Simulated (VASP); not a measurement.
A run of VASP 6.6.1 is set up as follows.

File INCAR:

```
SYSTEM = Mg2Te3O
PREC     = Accurate       ! precision mode
ENCUT    = 520            ! plane-wave cutoff, eV
EDIFF    = 1E-6           ! SCF threshold, eV
ISMEAR   = 0              ! smearing method
SIGMA    = 0.1            ! smearing width, eV
LREAL    = .FALSE.        ! projectors in reciprocal space
LASPH    = .TRUE.         ! aspherical terms in the spheres
NELM     = 80             ! most SCF steps
ALGO     = Normal         ! electronic algorithm
ISIF     = 2              ! what is computed and relaxed
LWAVE    = .FALSE.        ! write WAVECAR
LCHARG   = .FALSE.        ! write CHGCAR
GGA      = PE             ! functional
NBANDS   = 23             ! bands
```

Contents of KPOINTS:

```
regular mesh
0
G
  4 4 2
  0 0 0
```

File POSCAR:

```
Mg2Te3O
1.0
    3.9125763400      0.0000000000      0.0000000000
    0.0000000000      3.9125763400      0.0000000000
    0.0000000000      0.0000000000      9.5376593000
Mg Te O
2 3 1
Direct
    0.0000000000      0.0000000000      0.0094770000
    0.5000000000      0.5000000000      0.4938240100
    0.0000000000      0.0000000000      0.6709480300
    0.0000000000      0.0000000000      0.3257620000
    0.5000000000      0.5000000000      0.8341779700
    0.5000000000      0.5000000000      0.1658110000
```

Potentials or basis: VASP PAW PBE potentials, release 64 (Mg, Te, O).

Command:

```sh
$ cat potpaw_PBE.64/Mg/POTCAR potpaw_PBE.64/Te/POTCAR potpaw_PBE.64/O/POTCAR > POTCAR
$ mpirun -np 1 vasp_std > vasp.out
```

Estimate the band gap on the k mesh.

zero (bands 14 and 15 overlap by 1.19 eV).

What does it give for the pressure?

-3.6 GPa.

Stress tensor (GPa, compression positive):
```
-3.18  0.00  0.00
 0.00 -3.18  0.00
 0.00  0.00 -4.46
```

Caveat: the k points lie up to 0.40 Å⁻¹ apart, too coarse for converged energies and pressures of a metal; spin-orbit coupling is left out, which moves the levels of the heavy elements; forces of over 1 eV/Å act on the atoms, so gaps and moduli don't describe the material at rest.
